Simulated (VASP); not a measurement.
# Be: single point with PBE

Be:

```
CELL_PARAMETERS angstrom
2.26265 0.00000 0.00000
-1.13132 1.95951 0.00000
0.00000 0.00000 3.56664
ATOMIC_POSITIONS crystal
Be 0.33333 0.66667 0.25000
Be 0.66667 0.33333 0.75000
```

| Property | Result |
| --- | --- |
| Program | VASP 6.6.1 |
| Task | single point |
| Functional | PBE |
| Potentials or basis | VASP PAW PBE potentials, release 64 (Be) |
| Cutoff | 600 eV |
| k mesh | 21 × 21 × 12 |
| Occupations | gaussian, width 0.1 eV |
| Spin | no spin polarisation |
| Dipole correction | no |
| Further INCAR settings | ALGO = Normal; EDIFF = 1e-06; NBANDS = 9 |

The pressure is 0.2 GPa and the band gap on the k mesh is zero (bands 2 and 3 overlap by 2.09 eV).

Levels at points of the mesh, in eV from the Fermi level:
```csv
k point,band 1,band 2,band 3,band 4,band 5
"(0.00, 0.00, 0.00)",-11.39,-4.49,1.05,15.98,15.98
"(0.00, 0.00, 0.50)",-9.23,-9.23,10.64,10.64,17.62
```

Run time: 37 s on 1 thread of Intel Xeon 8259CL (shared host), peak memory 0.16 GiB.
